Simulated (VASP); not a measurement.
# ZrS (I4mm) in VASP: further runs, part 2 of 2

VASP 6.6.1. Earlier steps stand in the parts before.

## 5. Single point, LDA

This run uses another cell than the first one, of 16.92 Å³/atom.

The input, INCAR:

```
  ALGO = Normal
  EDIFF = 1E-6
  ENCUT = 520
  GGA = CA
  ISIF = 2
  ISMEAR = -4
  LASPH = T
  LCHARG = F
  LREAL = F
  LWAVE = F
  NBANDS = 16
  NELM = 100
  PREC = Accurate
  SIGMA = 0.15
```

The input, KPOINTS:

```
k-points
0
Gamma
  16 16 16
```

The input, POSCAR:

```
ZrS
1.0
    0.0000000000      2.5671447250      2.5671447250
    2.5671447250      0.0000000000      2.5671447250
    2.5671447250      2.5671447250      0.0000000000
Zr S
1 1
Direct
   -0.0073447758      0.0073447758      0.0073447758
    0.5208987049      0.4791012951      0.4791012951
```

Potentials or basis: VASP PAW LDA potentials, release 64 (Zr_sv, S).

The run is started by

```console
$ cat potpaw_LDA.64/Zr_sv/POTCAR potpaw_LDA.64/S/POTCAR > POTCAR
$ mpirun -np 1 vasp_std > vasp.out
```

OUTCAR:

```text
EDIFF = 1E-6
   ENCUT = 520
   GGA = CA
   ISIF = 2
   ISMEAR = -4
   LASPH = T
   LREAL = F
   NELM = 100
   PREC = Accurate

 ion  position               nearest neighbor table
   1  0.993  0.007  0.007-   2 2.42   2 2.57   2 2.57   2 2.57   2 2.57   2 2.71
   2  0.521  0.479  0.479-   1 2.42   1 2.57   1 2.57   1 2.57   1 2.57   1 2.71

  LATTYP: Found a face centered cubic cell.
 ALAT       =     5.1342894500

  Lattice vectors:

[... 642 lines left out ...]

 [... further k-points ...]

------------------------ aborting loop because EDIFF is reached ----------------------------------------

  FORCE on cell =-STRESS in cart. coord.  units (eV):
  Direction    XX          YY          ZZ          XY          YZ          ZX
  --------------------------------------------------------------------------------------
  -------------------------------------------------------------------------------------
  Total        1.2593660     -0.0139748     -0.0139748      0.0000000      0.0000000      0.0000000
  in kB       59.6322900     -0.6617216     -0.6617216      0.0000000      0.0000000      0.0000000
  external PRESSURE =      19.4362822 kB  Pullay stress =       0.0000000 kB

 VOLUME and BASIS-vectors are now :
 -----------------------------------------------------------------------------
  energy-cutoff  :      520.00
  volume of cell :       33.84
      direct lattice vectors                 reciprocal lattice vectors
     0.000000000  2.567144725  2.567144725    -0.194768918  0.194768918  0.194768918
     2.567144725  0.000000000  2.567144725     0.194768918 -0.194768918  0.194768918
     2.567144725  2.567144725  0.000000000     0.194768918  0.194768918 -0.194768918

 POSITION                                       TOTAL-FORCE (eV/Angst)
 -----------------------------------------------------------------------------------
      0.03771      2.56714      2.56714        -0.993870      0.000000      0.000000
      2.45984      2.56714      2.56714         0.993870      0.000000      0.000000
 -----------------------------------------------------------------------------------
    total drift:                               -0.000333     -0.000000     -0.000000

  FREE ENERGIE OF THE ION-ELECTRON SYSTEM (eV)
  ---------------------------------------------------
  free  energy   TOTEN  =       -17.0545581984 eV

  energy  without entropy=      -17.0545581984  energy(sigma->0) =      -17.05455820
```

OSZICAR:

```text
N       E                     dE             d eps       ncg     rms          rms(c)
DAV:   1     0.122396948870E+03    0.12240E+03   -0.96611E+03 11176   0.111E+03
DAV:   2    -0.127340237289E+02   -0.13513E+03   -0.13063E+03 14432   0.287E+02
DAV:   3    -0.178637622017E+02   -0.51297E+01   -0.50980E+01 17648   0.496E+01
DAV:   4    -0.179493841170E+02   -0.85622E-01   -0.85599E-01 14112   0.593E+00
DAV:   5    -0.179509450330E+02   -0.15609E-02   -0.15609E-02 16608   0.635E-01    0.179E+01
DAV:   6    -0.170962411487E+02    0.85470E+00   -0.18190E+00 14064   0.963E+00    0.837E+00
DAV:   7    -0.170610388949E+02    0.35202E-01   -0.18707E-01 16528   0.282E+00    0.334E+00
DAV:   8    -0.170550844739E+02    0.59544E-02   -0.26766E-02 13240   0.111E+00    0.420E-01
DAV:   9    -0.170545903395E+02    0.49413E-03   -0.27776E-03 13808   0.334E-01    0.181E-01
DAV:  10    -0.170545613057E+02    0.29034E-04   -0.36506E-04 14440   0.187E-01    0.519E-02
DAV:  11    -0.170545584304E+02    0.28753E-05   -0.22243E-05 14032   0.405E-02    0.300E-02
DAV:  12    -0.170545581984E+02    0.23201E-06   -0.95246E-07 10696   0.796E-03
   1 F= -.17054558E+02 E0= -.17054558E+02  d E =0.000000E+00
```

Wall time 4.3 min (1 thread of AMD EPYC 7R43 (Zen 3), shared host); peak memory 0.25 GiB.

What came out:

```yaml
Free_energy: -17.0546 eV
Pressure: 1.9 GPa
Largest_force: 0.994 eV/Å
Band_gap_on_the_k_mesh: zero (bands 9 and 10 overlap by 2.82 eV)
```

Forces on the atoms (eV/Å):
```
Zr  -0.994  0.000  0.000
S    0.994  0.000  0.000
```

Stress tensor (GPa, compression positive):
```
 5.96  0.00  0.00
 0.00 -0.07  0.00
 0.00  0.00 -0.07
```

## 6. Single point, LDA (atoms displaced along a vibrational mode, the cell strained)

The input, INCAR:

```
SYSTEM = ZrS
PREC     = Accurate       ! precision mode
ENCUT    = 520            ! plane-wave cutoff, eV
EDIFF    = 1E-7           ! SCF threshold, eV
ISMEAR   = 0              ! smearing method
SIGMA    = 0.15           ! smearing width, eV
LREAL    = .FALSE.        ! projectors in reciprocal space
LASPH    = .TRUE.         ! aspherical terms in the spheres
NELM     = 100            ! most SCF steps
ALGO     = Normal         ! electronic algorithm
ISIF     = 2              ! what is computed and relaxed
LWAVE    = .FALSE.        ! write WAVECAR
LCHARG   = .FALSE.        ! write CHGCAR
GGA      = CA             ! functional
NBANDS   = 16             ! bands
```

The input, KPOINTS:

```
regular mesh
0
G
  16 16 16
  0 0 0
```

The input, POSCAR:

```
ZrS
1.0
    0.0000000000      2.5671447250      2.5671447250
    2.6269591971      0.0000000000      2.5671447250
    2.6269591971      2.5671447250      0.0000000000
Zr S
1 1
Direct
   -0.0110205862      0.0110205862      0.0110205862
    0.5313577958      0.4686422042      0.4686422042
```

Potentials or basis: VASP PAW LDA potentials, release 64 (Zr_sv, S).

The run is started by

```console
$ cat potpaw_LDA.64/Zr_sv/POTCAR potpaw_LDA.64/S/POTCAR > POTCAR
$ mpirun -np 1 vasp_std > vasp.out
```

Run time: 2.4 min. Hardware: 1 thread of AMD EPYC 7R43 (Zen 3), shared host; peak memory 0.26 GiB.

The run converged. Its results:

```yaml
Free_energy: -17.0323 eV
Pressure: -0.1 GPa
Largest_force: 1.279 eV/Å
Band_gap_on_the_k_mesh: zero (bands 9 and 10 overlap by 2.48 eV)
```

Forces on the atoms (eV/Å):
```
Zr  -1.279  0.000  0.000
S    1.279  0.000  0.000
```

Stress tensor (GPa, compression positive):
```
 3.16  0.00  0.00
 0.00 -1.76  0.00
 0.00  0.00 -1.76
```

Levels at points of the mesh, in eV from the Fermi level:
```
           k point  band 7  band 8  band 9  band 10  band 11  band 12
(0.00, 0.00, 0.00)   -3.78   -3.78   -1.48    -0.84    -0.84    -0.56
(0.50, 0.00, 0.00)   -6.01   -5.96    1.36     1.53     1.78     2.20
(0.50, 0.50, 0.00)   -5.11   -4.47   -2.75     0.81     2.48     2.69
(0.00, 0.50, 0.50)   -4.29   -4.29   -3.56     0.63     2.52     2.55
```

Caveat: the cell differs from its parent crystal (atoms displaced along a vibrational mode, the cell strained); forces of over 1 eV/Å act on the atoms, so gaps and moduli don't describe the material at rest.

## 7. Single point, LDA (atoms displaced along a vibrational mode, the cell strained)

The input, INCAR:

```
SYSTEM = ZrS
ALGO = Normal
EDIFF = 1E-6
ENCUT = 520
GGA = CA
ISIF = 2
ISMEAR = 0
LASPH = .TRUE.
LCHARG = .FALSE.
LREAL = .FALSE.
LWAVE = .FALSE.
NBANDS = 16
NELM = 80
PREC = Accurate
SIGMA = 0.15
```

The input, KPOINTS:

```
k-points
0
G
  16 16 16
  0 0 0
```

The input, POSCAR:

```
ZrS
1.0
    0.0000000000      2.5671447250      2.5671447250
    2.6269591971      0.0000000000      2.5671447250
    2.6269591971      2.5671447250      0.0000000000
Zr S
1 1
Direct
   -0.0073447758      0.0073447758      0.0073447758
    0.5208987049      0.4791012951      0.4791012951
```

The run is started by

```console
$ cat potpaw_LDA.64/Zr_sv/POTCAR potpaw_LDA.64/S/POTCAR > POTCAR
$ mpirun -np 1 vasp_std > vasp.out
```

It took 2.2 min on 1 thread of AMD EPYC 7R43 (Zen 3), shared host; peak memory 0.26 GiB.

Results (log left out):

```yaml
Free_energy: -17.1041 eV
Pressure: -1.8 GPa
Largest_force: 0.703 eV/Å
Band_gap_on_the_k_mesh: zero (bands 9 and 10 overlap by 2.67 eV)
```

Forces in eV/Å, atoms in the order of the input:
```
Zr  -0.703  0.000  0.000
S    0.703  0.000  0.000
```

Stress tensor (GPa, compression positive):
```
-2.70  0.00  0.00
 0.00 -1.31  0.00
 0.00  0.00 -1.31
```

Levels at points of the mesh, in eV from the Fermi level:
```csv
k point,band 6,band 7,band 8,band 9,band 10,band 11,band 12,band 13
"(0.00, 0.00, 0.00)",-3.74,-3.62,-3.62,-1.55,-1.12,-1.12,-0.63,-0.42
"(0.50, 0.00, 0.00)",-8.15,-6.07,-6.04,1.48,1.52,1.84,2.10,5.48
"(0.50, 0.50, 0.00)",-6.18,-4.84,-4.48,-3.15,0.67,2.45,2.64,3.04
"(0.00, 0.50, 0.50)",-6.29,-4.33,-4.33,-3.61,0.53,2.54,2.54,2.78
```

Caveat: the cell differs from its parent crystal (atoms displaced along a vibrational mode, the cell strained).

## 8. The runs side by side

| cell | smearing | gap on the mesh (eV) | pressure (GPa) | largest force (eV/Å) |
| --- | --- | --- | --- | --- |
| a = 3.630, b = 3.588, c = 3.588 Å, angles 60.8, 59.6, 59.6°, 2 atoms, atomic positions A | gaussian 0.15 eV | none | 6.2 | 1.51 |
| a = 3.630 Å, angles 60.0°, 2 atoms, atomic positions B | gaussian 0.15 eV | none | 3.7 | 1.85 |
| a = 3.630 Å, angles 60.0°, 2 atoms, atomic positions A | gaussian 0.15 eV | none | 1.7 | 1.06 |
| a = 3.630 Å, angles 60.0°, 2 atoms, atomic positions A | tetrahedron | none | 1.9 | 0.99 |
| a = 3.630, b = 3.673, c = 3.673 Å, angles 59.2, 60.4, 60.4°, 2 atoms, atomic positions B | gaussian 0.15 eV | none | -0.1 | 1.28 |
| a = 3.630, b = 3.673, c = 3.673 Å, angles 59.2, 60.4, 60.4°, 2 atoms, atomic positions A | gaussian 0.15 eV | none | -1.8 | 0.70 |

Alike in all rows: task single point; level LDA; potentials or basis VASP PAW LDA potentials, release 64 (Zr_sv, S); no spin polarisation; k mesh 16 × 16 × 16; cutoff (eV) 520.

Caveats: forces of over 1 eV/Å act on the atoms, so gaps and moduli don't describe the material at rest (at least some runs); the cell stands under pressure (at least some runs).

Total energies depend on the potentials used, so only differences within one code and one set of settings carry meaning.
